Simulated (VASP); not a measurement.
# AlN (P6_3mc) in VASP: notebook

The runs below take AlN through relaxation of cell and atoms, with r2SCAN.

All numbers are computed with VASP 6.6.1; they aren't measurements. Logs are shortened: lines on timing, memory, paths and dates and some standing lists are left out, and cuts for length are marked.

**1. The cell of the first run**

It takes space group P6_3mc (No. 186, hexagonal). The conventional cell has a = 3.107 Å, b = 3.107 Å, c = 4.979 Å, α = 90.00°, β = 90.00°, γ = 120.00°. Within 2.5 Å of Al (site symmetry 3m) lie 4 N at 1.89 to 1.90 Å. N (site symmetry 3m) has 4 Al at 1.89 to 1.90 Å within 2.5 Å.

**2. Relaxation of cell and atoms, r2SCAN, target pressure 10 GPa, at which the enthalpy is minimised**

POSCAR

```
AlN
1.0
    3.1066951923      0.0000000000      0.0000000000
   -1.5533475961      2.6904769583      0.0000000000
    0.0000000000      0.0000000000      4.9785197784
Al N
2 2
Direct
    0.3333333333      0.6666666667     -0.0008019236
    0.6666666667      0.3333333333      0.4991980764
    0.3333333333      0.6666666667      0.3808019236
    0.6666666667      0.3333333333      0.8808019236
```

INCAR.step1

```
PREC = Accurate ; ENCUT = 600
ISMEAR = 0 ; SIGMA = 0.01
LREAL = F ; LASPH = T
NELM = 100 ; GGA = PE
ALGO = Normal ; EDIFF = 1E-4
LWAVE = T ; LCHARG = F
```

INCAR.step2

```
PREC = Accurate ; ENCUT = 600
EDIFF = 1E-7 ; ISMEAR = 0
SIGMA = 0.01 ; LREAL = F
LASPH = T ; NELM = 100
ALGO = Normal ; ISIF = 3
LWAVE = F ; LCHARG = F
METAGGA = R2SCAN ; LMIXTAU = T
IBRION = 2 ; NSW = 100
EDIFFG = -0.002 ; PSTRESS = 100.0
ISTART = 1
```

KPOINTS

```
Automatic mesh
0
Gamma
  8 8 6
```

Potentials or basis: VASP PAW PBE potentials, release 64 (Al, N).

Run with:

```sh
$ cat potpaw_PBE.64/Al/POTCAR potpaw_PBE.64/N/POTCAR > POTCAR
$ cp INCAR.step1 INCAR
$ mpirun -np 1 vasp_std > vasp.out
$ cp INCAR.step2 INCAR
$ mpirun -np 1 vasp_std > vasp.out
```

OUTCAR:

```text
PREC = Accurate
   ENCUT = 600
   EDIFF = 1E-7
   ISMEAR = 0
   LREAL = F
   LASPH = T
   NELM = 100
   ISIF = 3
   METAGGA = R2SCAN
   IBRION = 2
   NSW = 100
   EDIFFG = -0.002
   PSTRESS = 100.0
   ISTART = 1

 ion  position               nearest neighbor table
   1  0.333  0.667  0.999-   4 1.89   4 1.89   4 1.89   3 1.90   2 3.07   2 3.07   2 3.07   2 3.07
                             2 3.07   2 3.07
   2  0.667  0.333  0.499-   3 1.89   3 1.89   3 1.89   4 1.90   1 3.07   1 3.07   1 3.07   1 3.07
                             1 3.07   1 3.07
   3  0.333  0.667  0.381-   2 1.89   2 1.89   2 1.89   1 1.90
   4  0.667  0.333  0.881-   1 1.89   1 1.89   1 1.89   2 1.90

  LATTYP: Found a hexagonal cell.
 ALAT       =     3.1066951923
 C/A-ratio  =     1.6025131113

  Lattice vectors:

 A1 = (   3.1066951923,   0.0000000000,   0.0000000000)
 A2 = (  -1.5533475961,   2.6904769583,   0.0000000000)
 A3 = (   0.0000000000,   0.0000000000,   4.9785197784)

Analysis of symmetry for initial positions (statically):
=====================================================================
 Subroutine PRICEL returns:
 Original cell was already a primitive cell.

 Routine SETGRP: Setting up the symmetry group for a
 hexagonal supercell.

 Subroutine GETGRP returns: Found 12 space group operations
 (whereof  6 operations were pure point group operations)
 out of a pool of 24 trial point group operations.

The static configuration has the point symmetry C_3v.
 The point group associated with its full space group is C_6v.

Analysis of symmetry for dynamics (positions and initial velocities):
=====================================================================
 Subroutine PRICEL returns:
 Original cell was already a primitive cell.

 Routine SETGRP: Setting up the symmetry group for a
 hexagonal supercell.

 Subroutine GETGRP returns: Found 12 space group operations
 (whereof  6 operations were pure point group operations)
 out of a pool of 24 trial point group operations.

The dynamic configuration has the point symmetry C_3v.
 The point group associated with its full space group is C_6v.

 Subroutine INISYM returns: Found 12 space group operations
 (whereof  6 operations are pure point group operations),
 and found     1 'primitive' translations

----------------------------------------------------------------------------------------

                                     Primitive cell

  volume of cell :      41.6129

  direct lattice vectors                    reciprocal lattice vectors
     3.106695192  0.000000000  0.000000000     0.321885456  0.185840655  0.000000000
    -1.553347596  2.690476958  0.000000000     0.000000000  0.371681310  0.000000000
     0.000000000  0.000000000  4.978519778     0.000000000  0.000000000  0.200862916

  length of vectors
     3.106695192  3.106695192  4.978519778     0.371681310  0.371681310  0.200862916

  position of ions in fractional coordinates (direct lattice)
     0.333333333  0.666666667  0.999198076
     0.666666667  0.333333333  0.499198076
     0.333333333  0.666666667  0.380801924
     0.666666667  0.333333333  0.880801924

  ion indices of the primitive-cell ions
   primitive index   ion index
                 1           1
                 2           2
                 3           3
                 4           4

----------------------------------------------------------------------------------------

 KPOINTS: Automatic mesh

Automatic generation of k-mesh.
 Grid dimensions read from file:
 generate k-points for:    8    8    6

 Generating k-lattice:

  Cartesian coordinates                     Fractional coordinates (reciprocal lattice)
     0.040235682  0.023230082  0.000000000     0.125000000  0.000000000  0.000000000
     0.000000000  0.046460164  0.000000000     0.000000000  0.125000000  0.000000000
     0.000000000  0.000000000  0.033477153     0.000000000  0.000000000  0.166666667

  Length of vectors
     0.046460164  0.046460164  0.033477153

  Shift w.r.t. Gamma in fractional coordinates (k-lattice)
     0.000000000  0.000000000  0.000000000

 Subroutine IBZKPT returns following result:
 ===========================================

 Found     40 irreducible k-points:

 Following reciprocal coordinates:
            Coordinates               Weight
  0.000000  0.000000  0.000000      1.000000
  0.125000 -0.000000  0.000000      6.000000
  0.250000 -0.000000  0.000000      6.000000
  0.375000 -0.000000  0.000000      6.000000
  0.500000 -0.000000  0.000000      3.000000
  0.125000  0.125000  0.000000      6.000000
[... 16 lines left out ...]
  0.250000 -0.000000  0.333333     12.000000
  0.375000 -0.000000  0.333333     12.000000
 [... further k-points ...]
   k-points           NKPTS =     40   k-points in BZ     NKDIM =     40   number of bands    NBANDS=     12
   number of dos      NEDOS =    301   number of ions     NIONS =      4
   total plane-waves  NPLWV =  31360
   dimension x,y,z NGX =    28 NGY =   28 NGZ =   40
   dimension x,y,z NGXF=    56 NGYF=   56 NGZF=   80
   ions per type =               2   2
   NGX,Y,Z   is equivalent  to a cutoff of  14.98, 14.98, 13.36 a.u.
   NGXF,Y,Z  is equivalent  to a cutoff of  29.97, 29.97, 26.71 a.u.
 SYSTEM =  unknown system
   PREC   = accura    normal or accurate (medium, high low for compatibility)
   ISTART =      1    job   : 0-new  1-cont  2-samecut
   ICHARG =      0    charge: 1-file 2-atom 10-const
   ISPIN  =      1    spin polarized calculation?
   LNONCOLLINEAR =      F non collinear calculations
   LSORBIT =      F    spin-orbit coupling
   LASPH  =      T    aspherical Exc in radial PAW
   ENCUT  =  600.0 eV  44.10 Ry    6.64 a.u.   6.20  6.20  9.94*2*pi/ulx,y,z
   NELM   =    100;   NELMIN=  2; NELMDL=  0     # of ELM steps
   EDIFF  = 0.1E-06   stopping-criterion for ELM
   LREAL  =      F    real-space projection
   EDIFFG = -.2E-02   stopping-criterion for IOM
   NSW    =    100    number of steps for IOM
   IBRION =      2    ionic relax: 0-MD 1-quasi-New 2-CG
   NFREE  =      1    steps in history (QN), initial steepest desc. (CG)
   ISIF   =      3    stress and relaxation
   ISYM   =      2    0-nonsym 1-usesym 2-fastsym
   POTIM  = 0.5000    time-step for ionic-motion
   TEBEG  =    0.0;   TEEND  =   0.0 temperature during run
   PSTRESS=  100.0 pullay stress
   NELECT =      16.0000    total number of electrons
   NUPDOWN=      -1.0000    fix difference up-down
   EMIN   =  10.00;   EMAX   =-10.00  energy-range for DOS
   EFERMI =   0.00;   METHOD = LEGACY
   ISMEAR =     0;   SIGMA  =   0.01  broadening in eV -4-tet -1-fermi 0-gaus
   EFERMI_NEDOS =   21; number of points for ismear=-14 and -15
   IALGO  =     38    algorithm
   IMIX   =      4    mixing-type and parameters
     AMIX     =   0.40;   BMIX     =  1.00
     AMIX_MAG =   1.60;   BMIX_MAG =  1.00
  volume/ion in A,a.u.               =      10.40        70.20
  Fermi-wavevector in a.u.,A,eV,Ry     =   1.190434  2.249595 19.281277  1.417134
  Thomas-Fermi vector in A             =   2.326519
   LORBIT       =      0    0 simple, 1 ext, 2 COOP (PROOUT), +10 PAW based schemes
   METAGGA = R2SCAN    functional components
   LHFCALC =     F    Hartree Fock is set to
   AEXX    =    0.0000 exact exchange contribution
   IVDW    =     0    specifies the selected vdW correction
   LEPSILON=     F    determine dielectric tensor
   LRPA    =     F    only Hartree local field effects (RPA)
 conjugate gradient relaxation of ions
 non-spin polarized calculation
 Gauss-broadening in eV      SIGMA  =   0.01
  energy-cutoff  :      600.00
  volume of cell :       41.61
 maximum number of plane-waves:      1412
 NGX is ok and might be reduce to    28
   NGX = 13   NGY = 13   NGZ = 19

--------------------------------------- Ionic step        1  -------------------------------------------

 number of electron      15.9999999 magnetization

 Free energy of the ion-electron system (eV)
  ---------------------------------------------------
  ext. energy  EPLUGINS =         0.00000000
  ---------------------------------------------------
  free energy    TOTEN  =       -38.45575988 eV

  energy without entropy =      -38.45575988  energy(sigma->0) =      -38.45575988

------------------------ aborting loop because EDIFF is reached ----------------------------------------

  FORCE on cell =-STRESS in cart. coord.  units (eV):
  Direction    XX          YY          ZZ          XY          YZ          ZX
  --------------------------------------------------------------------------------------
  -------------------------------------------------------------------------------------
  Total       -0.0838687     -0.0838687     -0.0778529     -0.0000000      0.0000000      0.0000000
  in kB       -3.2291081     -3.2291081     -2.9974880     -0.0000000      0.0000000      0.0000000
  external PRESSURE =    -103.1519014 kB  Pullay stress =     100.0000000 kB
[... 99 lines left out ...]
  FREE ENERGIE OF THE ION-ELECTRON SYSTEM (eV)
  ---------------------------------------------------
  free  energy   TOTEN  =       -38.4044203158 eV

  energy  without entropy=      -38.4044203158  energy(sigma->0) =      -38.40442032

  enthalpy is  TOTEN    =       -35.9185934266 eV   P V=        2.4858268892

[... ionic steps 4 to 7 ...]

--------------------------------------- Ionic step        8  -------------------------------------------

 number of electron      16.0000001 magnetization

------------------------ aborting loop because EDIFF is reached ----------------------------------------

  FORCE on cell =-STRESS in cart. coord.  units (eV):
  Direction    XX          YY          ZZ          XY          YZ          ZX
  --------------------------------------------------------------------------------------
  -------------------------------------------------------------------------------------
  Total        2.4882347      2.4882347      2.4711570      0.0000000     -0.0000000      0.0000000
  in kB      100.2058946    100.2058946     99.5181465      0.0000000     -0.0000000      0.0000000
  external PRESSURE =      -0.0233548 kB  Pullay stress =     100.0000000 kB
[... 65 lines left out ...]
  enthalpy is  TOTEN    =       -35.9188981618 eV   P V=        2.4831235716

--------------------------------------- Ionic step       10  -------------------------------------------

 number of electron      16.0000001 magnetization

 Free energy of the ion-electron system (eV)
  ---------------------------------------------------
  ext. energy  EPLUGINS =         0.00000000
  ---------------------------------------------------
  free energy    TOTEN  =       -38.40197204 eV

  energy without entropy =      -38.40197204  energy(sigma->0) =      -38.40197204

 E-fermi :   6.5116     XC(G=0): -11.6231

 val. band max:        6.3827164528   @ k =   0.0000   0.0000   0.0000
 cond. band min:      11.7021603731   @ k =   0.0000   0.0000   0.0000
 fundamental gap:      5.3194439203
 Fermi energy:         6.5115633030

 k-point     1 :       0.0000    0.0000    0.0000
  band No.  band energies     occupation
      1      -9.9041      2.00000
      2      -7.6260      2.00000
      3       0.0900      2.00000
      4       5.4292      2.00000
      5       5.4292      2.00000
      6       6.1091      2.00000
      7       6.1091      2.00000
      8       6.3827      2.00000
      9      11.7022      0.00000
     10      14.2839      0.00000
     11      18.3915      0.00000
     12      18.7050      0.00000
[... 331 lines left out ...]
 k-point    24 :       0.3750   -0.0000    0.3333
  band No.  band energies     occupation
      1      -8.0297      2.00000
      2      -7.3902      2.00000
      3       0.8422      2.00000
      4       1.5242      2.00000
      5       3.8362      2.00000
      6       4.5926      2.00000
      7       5.2988      2.00000
      8       5.3658      2.00000
      9      12.5607      0.00000
     10      13.4736      0.00000
     11      16.6077      0.00000
     12      17.6053      0.00000

 [... further k-points ...]
[... 5 lines left out ...]
  --------------------------------------------------------------------------------------
  -------------------------------------------------------------------------------------
  Total        2.4834652      2.4834652      2.4822170      0.0000000      0.0000000      0.0000000
  in kB      100.0158031    100.0158031     99.9655360      0.0000000      0.0000000      0.0000000
  external PRESSURE =      -0.0009526 kB  Pullay stress =     100.0000000 kB
[... 19 lines left out ...]
  FREE ENERGIE OF THE ION-ELECTRON SYSTEM (eV)
  ---------------------------------------------------
  free  energy   TOTEN  =       -38.4019720445 eV

  energy  without entropy=      -38.4019720445  energy(sigma->0) =      -38.40197204

  enthalpy is  TOTEN    =       -35.9188992942 eV   P V=        2.4830727503

 reached required accuracy - stopping structural energy minimisation
```

Run time: 10 min. Hardware: 1 thread of AMD EPYC 7R13 (Zen 3), shared host; peak memory 0.16 GiB.

What came out:

```yaml
Free_energy: -38.4020 eV
Relaxed_volume: 9.95 Å³/atom
Relaxed_cell: a = 3.064 Å, b = 3.064 Å, c = 4.894 Å, α = 90.00°, β = 90.00°, γ = 120.00°
Space_group_after_relaxing_to_0.1_Å: P6_3mc (No. 186)
Energy_change_on_relaxing_the_run_minimises_the_enthalpy: +13.4 meV/atom
Ionic_steps: 10
Pressure_after_relaxing: 10.0 GPa
Band_gap_on_the_k_mesh: 5.32 eV
```

Step by step:
```tsv
step	energy change (eV)	largest force (eV/Å)	pressure (GPa)	volume (Å³)
1	0.0000	0.0026	-0.32	41.61
2	0.2774	0.0419	24.92	37.71
3	0.0513	0.0191	9.78	39.83
4	0.0535	0.0194	10.00	39.79
5	0.0536	0.0241	10.00	39.79
6	0.0537	0.0266	10.00	39.79
7	0.0538	0.0181	10.00	39.78
8	0.0537	0.0007	10.00	39.78
9	0.0537	0.0001	10.00	39.78
10	0.0538	0.0001	10.00	39.78
```

Final structure:
```
Al N
1.0
     3.06379    0.00000    0.00000
    -1.53189    2.65332    0.00000
     0.00000    0.00000    4.89387
Al N
2 2
Direct
  0.33333 0.66667 0.99872
  0.66667 0.33333 0.49872
  0.33333 0.66667 0.38128
  0.66667 0.33333 0.88128
```

Caveat: the cell is relaxed towards a set pressure, so the run minimises the enthalpy, not the energy; the PAW data sets were made with another functional, which shifts forces and pressure a little.

[end of part 1 of 2]
